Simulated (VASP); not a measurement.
Crystal: Cu.

```xyz
1
Lattice="0.0000 1.7598 1.7598 1.7598 0.0000 1.7598 1.7598 1.7598 0.0000" Properties=species:S:1:pos:R:3 pbc="T T T"
Cu    0.0000    0.0000    0.0000
```

Base run:

```yaml
Program: VASP 6.6.1
Functional: LDA
Potentials_or_basis: VASP PAW LDA potentials, release 64 (Cu)
Cutoff: 520 eV
k_mesh: 10 × 10 × 10
Occupations: gaussian, width 0.1 eV
Spin: no spin polarisation
```

Its results: pressure 1.1 GPa.

Q: The run is repeated on the same cell with these changes: potentials or basis from VASP PAW LDA potentials, release 64 (Cu) to VASP PAW LDA potentials, release 64 (Cu_sv_GW); cutoff from 520 eV to 700 eV; further incar settings from ALGO = Fast; EDIFF = 1e-06; NBANDS = 12 to ALGO = Normal; EDIFF = 1e-06; NBANDS = 16; valence electrons from 11 to 19. What comes out?

A: Pressure -4.3 GPa.
